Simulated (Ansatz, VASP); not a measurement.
# Cu: VASP beside Ansatz

```
Cu
1.0
     0.00000    1.95210    1.73520
     1.95210    0.00000    1.73520
     1.95210    1.95210    0.00000
Cu
1
Direct
  0.00000 0.00000 0.00000
```

Change from the starting cell: strain +0.080 along x and y, -0.040 along z, atoms carried along.

Alike in both runs: task single point; functional PBEsol; k mesh 22 × 22 × 22; occupations gaussian, width 0.15 eV; no spin polarisation.

|  | VASP | Ansatz |
| --- | --- | --- |
| version | VASP 6.6.1 | Ansatz 0.2.0 |
| potentials or method | VASP PAW PBE potentials, release 64 (Cu), cutoff 520 eV | scalar-relativistic, plane waves, PAW |
| valence electrons in the cell | 11 | 19 |

|  | VASP | Ansatz | Ansatz less VASP |
| --- | --- | --- | --- |
| gap on the k mesh at the Fermi level (eV) | none | none | - |
| pressure (GPa) | -16.8 | -17.5 | -0.66 |
| traceless stress, the component that is largest in VASP (GPa) | 1.80 | 1.83 | +0.029 |

VASP's potentials were made for PBE, not for PBEsol. A gap of «none» marks a metal or a gap that the smearing closes. With one functional, cell and mesh, what is left measures potentials, basis and numerics. VASP's potentials hold 11 valence electrons a cell and Ansatz's 19, so a difference there can come from the potentials and not from the codes.
